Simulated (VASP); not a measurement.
# Hf in VASP: single point with PBEsol+D4

Aim: the single point of Hf with PBEsol+D4.

All numbers are computed with VASP 6.6.1; they aren't measurements. Logs are shortened: lines on timing, memory, paths and dates and some standing lists are left out, and cuts for length are marked.

**1. The cell of the first run**

The cell holds a slab with vacuum, 4 atoms: a = 3.185 Å, b = 3.185 Å, c = 27.563 Å, α = 90.00°, β = 90.00°, γ = 120.00°.

**2. Single point, PBEsol+D4**

The input, INCAR:

```
ALGO = Normal ; DIPOL = 0.5 0.5 0.386
EDIFF = 1E-6 ; ENCUT = 400
GGA = PS ; GGA_COMPAT = False
IDIPOL = 3 ; ISIF = 2
ISMEAR = 1 ; IVDW = 13
LASPH = True ; LCHARG = False
LDIPOL = True ; LREAL = False
LWAVE = False ; NBANDS = 28
NELM = 120 ; NELMDL = -8
PREC = Accurate ; SIGMA = 0.1
```

The input, KPOINTS:

```
k-points
0
Gamma
  12 12 1
```

The input, POSCAR:

```
Hf
1.0
    3.1854261521      0.0000000000      0.0000000000
   -1.5927130761      2.7586599696      0.0000000000
    0.0000000000      0.0000000000     27.5628605915
Hf
4
Direct
    0.3333333333      0.6666666667      0.2550136790
    0.6666666667      0.3333333333      0.3386413289
    0.3333333333      0.6666666667      0.4333739948
    0.6666666667      0.3333333333      0.5170014333
```

Potentials or basis: VASP PAW PBE potentials, release 64 (Hf_pv).

Command:

```console
cat potpaw_PBE.64/Hf_pv/POTCAR > POTCAR
mpirun -np 1 vasp_std > vasp.out
```

OUTCAR:

```text
EDIFF = 1E-6
   ENCUT = 400
   GGA = PS
   ISIF = 2
   ISMEAR = 1
   IVDW = 13
   LASPH = True
   LREAL = False
   NELM = 120
   NELMDL = -8
   PREC = Accurate

 ion  position               nearest neighbor table
   1  0.333  0.667  0.255-   2 2.95   2 2.95   2 2.95
   2  0.667  0.333  0.339-   1 2.95   1 2.95   1 2.95   3 3.19   3 3.19   3 3.19
   3  0.333  0.667  0.433-   4 2.95   4 2.95   4 2.95   2 3.19   2 3.19   2 3.19
   4  0.667  0.333  0.517-   3 2.95   3 2.95   3 2.95

  LATTYP: Found a hexagonal cell.
 ALAT       =     3.1854261521
 C/A-ratio  =     8.6528016270

  Lattice vectors:

 A1 = (   3.1854261521,   0.0000000000,   0.0000000000)
 A2 = (  -1.5927130761,   2.7586599696,   0.0000000000)
 A3 = (   0.0000000000,   0.0000000000,  27.5628605915)

Analysis of symmetry for initial positions (statically):
=====================================================================
 Subroutine PRICEL returns:
 Original cell was already a primitive cell.

 Routine SETGRP: Setting up the symmetry group for a
 hexagonal supercell.

 Subroutine GETGRP returns: Found 12 space group operations
 (whereof  6 operations were pure point group operations)
 out of a pool of 24 trial point group operations.

The static configuration has the point symmetry C_3v.
 The point group associated with its full space group is D_3d.

Analysis of symmetry for dynamics (positions and initial velocities):
=====================================================================
 Subroutine PRICEL returns:
 Original cell was already a primitive cell.

 Routine SETGRP: Setting up the symmetry group for a
 hexagonal supercell.

 Subroutine GETGRP returns: Found 12 space group operations
 (whereof  6 operations were pure point group operations)
 out of a pool of 24 trial point group operations.

The dynamic configuration has the point symmetry C_3v.
 The point group associated with its full space group is D_3d.

 Subroutine INISYM returns: Found 12 space group operations
 (whereof  6 operations are pure point group operations),
 and found     1 'primitive' translations

----------------------------------------------------------------------------------------

                                     Primitive cell

  volume of cell :     242.2088

  direct lattice vectors                    reciprocal lattice vectors
     3.185426152  0.000000000  0.000000000     0.313929739  0.181247419  0.000000000
    -1.592713076  2.758659970  0.000000000     0.000000000  0.362494838  0.000000000
     0.000000000  0.000000000 27.562860592     0.000000000  0.000000000  0.036280704

  length of vectors
     3.185426152  3.185426152 27.562860592     0.362494838  0.362494838  0.036280704

  position of ions in fractional coordinates (direct lattice)
     0.333333333  0.666666667  0.255013679
     0.666666667  0.333333333  0.338641329
     0.333333333  0.666666667  0.433373995
     0.666666667  0.333333333  0.517001433

  ion indices of the primitive-cell ions
   primitive index   ion index
                 1           1
                 2           2
                 3           3
                 4           4

----------------------------------------------------------------------------------------

 KPOINTS: k-points

Automatic generation of k-mesh.
 Grid dimensions read from file:
 generate k-points for:   12   12    1

 Generating k-lattice:

  Cartesian coordinates                     Fractional coordinates (reciprocal lattice)
     0.026160812  0.015103952  0.000000000     0.083333333  0.000000000  0.000000000
     0.000000000  0.030207903  0.000000000     0.000000000  0.083333333  0.000000000
     0.000000000  0.000000000  0.036280704     0.000000000  0.000000000  1.000000000

  Length of vectors
     0.030207903  0.030207903  0.036280704

  Shift w.r.t. Gamma in fractional coordinates (k-lattice)
     0.000000000  0.000000000  0.000000000

 Subroutine IBZKPT returns following result:
 ===========================================

 Found     19 irreducible k-points:

 Following reciprocal coordinates:
            Coordinates               Weight
  0.000000  0.000000  0.000000      1.000000
  0.083333  0.000000  0.000000      6.000000
  0.166667  0.000000  0.000000      6.000000
  0.250000  0.000000  0.000000      6.000000
  0.333333  0.000000  0.000000      6.000000
  0.416667 -0.000000  0.000000      6.000000
[... 11 lines left out ...]
  0.333333  0.250000  0.000000     12.000000
  0.333333  0.333333  0.000000      2.000000
   k-points           NKPTS =     19   k-points in BZ     NKDIM =     19   number of bands    NBANDS=     28
   number of dos      NEDOS =    301   number of ions     NIONS =      4
   total plane-waves  NPLWV = 103680
   dimension x,y,z NGX =    24 NGY =   24 NGZ =  180
   dimension x,y,z NGXF=    48 NGYF=   48 NGZF=  360
   ions per type =               4
   NGX,Y,Z   is equivalent  to a cutoff of  12.53, 12.53, 10.86 a.u.
   NGXF,Y,Z  is equivalent  to a cutoff of  25.05, 25.05, 21.71 a.u.
 SYSTEM =  unknown system
   PREC   = accura    normal or accurate (medium, high low for compatibility)
   ISTART =      0    job   : 0-new  1-cont  2-samecut
   ICHARG =      2    charge: 1-file 2-atom 10-const
   ISPIN  =      1    spin polarized calculation?
   LNONCOLLINEAR =      F non collinear calculations
   LSORBIT =      F    spin-orbit coupling
   LASPH  =      T    aspherical Exc in radial PAW
   ENCUT  =  400.0 eV  29.40 Ry    5.42 a.u.   5.19  5.19 44.95*2*pi/ulx,y,z
   NELM   =    120;   NELMIN=  2; NELMDL= -8     # of ELM steps
   EDIFF  = 0.1E-05   stopping-criterion for ELM
   LREAL  =      F    real-space projection
   EDIFFG = 0.1E-04   stopping-criterion for IOM
   NSW    =      0    number of steps for IOM
   IBRION =     -1    ionic relax: 0-MD 1-quasi-New 2-CG
   NFREE  =      0    steps in history (QN), initial steepest desc. (CG)
   ISIF   =      2    stress and relaxation
   ISYM   =      2    0-nonsym 1-usesym 2-fastsym
   POTIM  = 0.5000    time-step for ionic-motion
   TEBEG  =    0.0;   TEEND  =   0.0 temperature during run
   PSTRESS=    0.0 pullay stress
   NELECT =      40.0000    total number of electrons
   NUPDOWN=      -1.0000    fix difference up-down
   EMIN   =  10.00;   EMAX   =-10.00  energy-range for DOS
   EFERMI =   0.00;   METHOD = LEGACY
   ISMEAR =     1;   SIGMA  =   0.10  broadening in eV -4-tet -1-fermi 0-gaus
   EFERMI_NEDOS =   21; number of points for ismear=-14 and -15
   IALGO  =     38    algorithm
   IMIX   =      4    mixing-type and parameters
     AMIX     =   0.40;   BMIX     =  1.00
     AMIX_MAG =   1.60;   BMIX_MAG =  1.00
  volume/ion in A,a.u.               =      60.55       408.63
  Fermi-wavevector in a.u.,A,eV,Ry     =   0.898183  1.697320 10.976265  0.806733
  Thomas-Fermi vector in A             =   2.020860
   LORBIT       =      0    0 simple, 1 ext, 2 COOP (PROOUT), +10 PAW based schemes
   GGA     = PS    functional components
   LHFCALC =     F    Hartree Fock is set to
   AEXX    =    0.0000 exact exchange contribution
   IVDW    =    13    specifies the selected vdW correction
   LEPSILON=     F    determine dielectric tensor
   LRPA    =     F    only Hartree local field effects (RPA)
 non-spin polarized calculation
 Methfessel and Paxton  Order N= 1 SIGMA  =   0.10
  energy-cutoff  :      400.00
  volume of cell :      242.21
 maximum number of plane-waves:      4433
 NGX is ok and might be reduce to    24
   NGX = 11   NGY = 11   NGZ = 89

 dipolmoment           0.000000      0.000000      0.000037 electrons x Angstroem

 number of electron      40.0000014 magnetization

 dipolmoment           0.000000      0.000000     -0.000045 electrons x Angstroem

 Free energy of the ion-electron system (eV)
  ---------------------------------------------------
  ext. energy  EPLUGINS =         0.00000000
  ---------------------------------------------------
  free energy    TOTEN  =       -39.93489441 eV

  energy without entropy =      -39.93186592  energy(sigma->0) =      -39.93388491

 E-fermi :  -0.9726     XC(G=0):  -4.8869

 val. band max:       -0.9832017725   @ k =   0.0000   0.0000   0.0000
 cond. band min:      -0.9710013172   @ k =   0.3333   0.2500   0.0000
 fundamental gap:      0.0122004553
 Fermi energy:        -0.9725825169

 k-point     1 :       0.0000    0.0000    0.0000
  band No.  band energies     occupation
      1     -32.0158      2.00000
      2     -31.9300      2.00000
      3     -31.3370      2.00000
      4     -31.3370      2.00000
      5     -31.3353      2.00000
      6     -31.3353      2.00000
[... 20 lines left out ...]
     27       0.6712     -0.00000
     28       0.9186     -0.00000

 k-point     2 :       0.0833    0.0000    0.0000
  band No.  band energies     occupation
      1     -32.0017      2.00000
      2     -31.9231      2.00000
      3     -31.4073      2.00000
      4     -31.3847      2.00000
      5     -31.3477      2.00000
      6     -31.3458      2.00000
[... 20 lines left out ...]
     27       0.6434     -0.00000
     28       0.8104     -0.00000

 k-point     3 :       0.1667    0.0000    0.0000
  band No.  band energies     occupation
      1     -31.9637      2.00000
      2     -31.9062      2.00000
      3     -31.5350      2.00000
      4     -31.5069      2.00000
      5     -31.3769      2.00000
      6     -31.3744      2.00000
[... 20 lines left out ...]
     27       0.8455     -0.00000
     28       1.0649      0.00000

 k-point     4 :       0.2500    0.0000    0.0000
  band No.  band energies     occupation
      1     -31.9167      2.00000
      2     -31.8906      2.00000
      3     -31.6850      2.00000
      4     -31.6616      2.00000
      5     -31.4164      2.00000
      6     -31.4129      2.00000
[... 423 lines left out ...]
     27       2.1006      0.00000
     28       2.4338      0.00000

 k-point    18 :       0.3333    0.2500    0.0000
  band No.  band energies     occupation
      1     -31.8875      2.00000
      2     -31.8777      2.00000
      3     -31.8253      2.00000
      4     -31.8048      2.00000
      5     -31.7019      2.00000
      6     -31.6913      2.00000
[... 20 lines left out ...]
     27       2.3453      0.00000
     28       2.9624      0.00000

 k-point    19 :       0.3333    0.3333    0.0000
  band No.  band energies     occupation
      1     -31.8394      2.00000
      2     -31.8390      2.00000
      3     -31.7965      2.00000
      4     -31.7961      2.00000
      5     -31.7804      2.00000
      6     -31.7696      2.00000
[... 20 lines left out ...]
     27       2.5532      0.00000
     28       3.1626      0.00000

------------------------ aborting loop because EDIFF is reached ----------------------------------------

 vacuum level on the upper side and lower side of the slab       (xc-potential included)        -0.129        -0.124

  DFT-D4 for vdW energy calculation

  Edisp (eV):   -0.35045

  FORCE on cell =-STRESS in cart. coord.  units (eV):
  Direction    XX          YY          ZZ          XY          YZ          ZX
  --------------------------------------------------------------------------------------
  -------------------------------------------------------------------------------------
  Total      -2.39523    -2.39523    -0.27035     0.00000     0.00000    -0.00000
  in kB     -15.84409   -15.84409    -1.78830     0.00000     0.00000    -0.00000
  external pressure =      -11.16 kB  Pullay stress =        0.00 kB

 VOLUME and BASIS-vectors are now :
 -----------------------------------------------------------------------------
  energy-cutoff  :      400.00
  volume of cell :      242.21
      direct lattice vectors                 reciprocal lattice vectors
     3.185426152  0.000000000  0.000000000     0.313929739  0.181247419  0.000000000
    -1.592713076  2.758659970  0.000000000     0.000000000  0.362494838  0.000000000
     0.000000000  0.000000000 27.562860592     0.000000000  0.000000000  0.036280704

 POSITION                                       TOTAL-FORCE (eV/Angst)
 -----------------------------------------------------------------------------------
     -0.00000      1.83911      7.02891        -0.000000      0.000000      0.043662
      1.59271      0.91955      9.33392         0.000000     -0.000000     -0.032310
     -0.00000      1.83911     11.94503        -0.000000      0.000000      0.032310
      1.59271      0.91955     14.25004         0.000000     -0.000000     -0.043662
 -----------------------------------------------------------------------------------
    total drift:                               -0.000000      0.000000     -0.005108

  FREE ENERGIE OF THE ION-ELECTRON SYSTEM (eV)
  ---------------------------------------------------
  free  energy   TOTEN  =       -40.2853447401 eV

  energy  without entropy=      -40.2823162573  energy(sigma->0) =      -40.28433525

 vacuum level on the upper side and lower side of the slab         3.312         3.314
```

Run time: 3.7 min. Hardware: 1 thread of AMD EPYC 7R13 (Zen 3), shared host; peak memory 0.29 GiB.

What came out:

- Free energy: -40.2853 eV
- Largest force: 0.044 eV/Å
- Band gap on the k mesh: zero (bands 20 and 21 overlap by 1.44 eV)
- Dispersion energy per atom: -0.088 eV

Forces on the atoms (eV/Å):
```
Hf   0.000  0.000  0.044
Hf   0.000  0.000 -0.032
Hf   0.000  0.000  0.032
Hf   0.000  0.000 -0.044
```

Levels at points of the mesh, in eV from the Fermi level:
| k point | band 18 | band 19 | band 20 | band 21 | band 22 | band 23 |
| --- | --- | --- | --- | --- | --- | --- |
| (0.00, 0.00, 0.00) | -0.01 | 0.62 | 0.93 | 0.93 | 1.04 | 1.04 |
| (0.50, 0.00, 0.00) | -1.35 | -0.85 | 0.21 | 0.65 | 0.98 | 1.44 |

Caveat: the PAW data sets were made with another functional, which shifts forces and pressure a little; spin-orbit coupling is left out, which moves the levels of the heavy elements.
